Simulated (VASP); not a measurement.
The system is MgO.

```xyz
4
Lattice="3.3078 0.0000 0.0000 -1.6539 2.8646 0.0000 0.0000 0.0000 4.9829" Properties=species:S:1:pos:R:3 pbc="T T T"
Mg    0.0000    1.9098    0.0108
Mg    1.6539    0.9549    2.5022
O     0.0000    1.9098    2.0053
O     1.6539    0.9549    4.4968
```

Base run:

| Item | Value |
| --- | --- |
| Program | VASP 6.6.1 |
| Functional | PBEsol |
| Potentials or basis | VASP PAW PBE potentials, release 64 (Mg, O) |
| Cutoff | 520 eV |
| k mesh | 6 × 6 × 4 |
| Occupations | gaussian, width 0.01 eV |
| Spin | no spin polarisation |

Its results: band gap on the k mesh 3.34 eV, direct; pressure 0.1 GPa; largest force 0.009 eV/Å.

Problem. The run is repeated on the same cell with these changes: functional from PBEsol to LDA; potentials or basis from VASP PAW PBE potentials, release 64 (Mg, O) to VASP PAW LDA potentials, release 64 (Mg, O). What comes out?

Solution. Band gap on the k mesh 3.36 eV, direct; pressure -5.4 GPa; largest force 0.048 eV/Å.

Caveats: the PAW data sets were made with another functional, which shifts forces and pressure a little (some runs).

